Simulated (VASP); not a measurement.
Crystal: TePb.

```
Pb Te
1.0
     0.00000    3.66542    3.66542
     3.66542    0.00000    3.66542
     3.66542    3.66542    0.00000
Pb Te
1 1
Direct
  0.00000 0.00000 0.00000
  0.25000 0.25000 0.25000
```

```yaml
Program: VASP 6.6.1
Task: relaxation of cell and atoms
Functional: LDA
Potentials_or_basis: VASP PAW LDA potentials, release 64 (Pb_d, Te)
Cutoff: 600 eV
k_mesh: 6 × 6 × 6
Occupations: fermi-dirac, width 0.02 eV
Spin: no spin polarisation
```

At the start: pressure -2.1 GPa; volume 49.25 Å³/atom.

**Question.** Where does the relaxation end?

**Answer.** Over 3 steps the energy falls by 27.1 meV/atom and the volume is 45.33 Å³/atom (-7.9 %); space group F-43m (No. 216, to 0.05 Å).

Step by step:
```csv
step,energy change (eV),largest force (eV/Å),pressure (GPa),volume (Å³)
1,0.0000,0.0000,-2.07,98.49
2,-0.0532,0.0000,0.34,89.68
3,-0.0543,0.0000,0.00,90.67
```

Final structure:
```yaml
crystal:
  lattice:
    - [0.00000, 3.56569, 3.56569]
    - [3.56569, 0.00000, 3.56569]
    - [3.56569, 3.56569, 0.00000]
  atoms:
    - { symbol: Pb, position: [0.00000, 0.00000, 0.00000] }
    - { symbol: Te, position: [0.25000, 0.25000, 0.25000] }
```
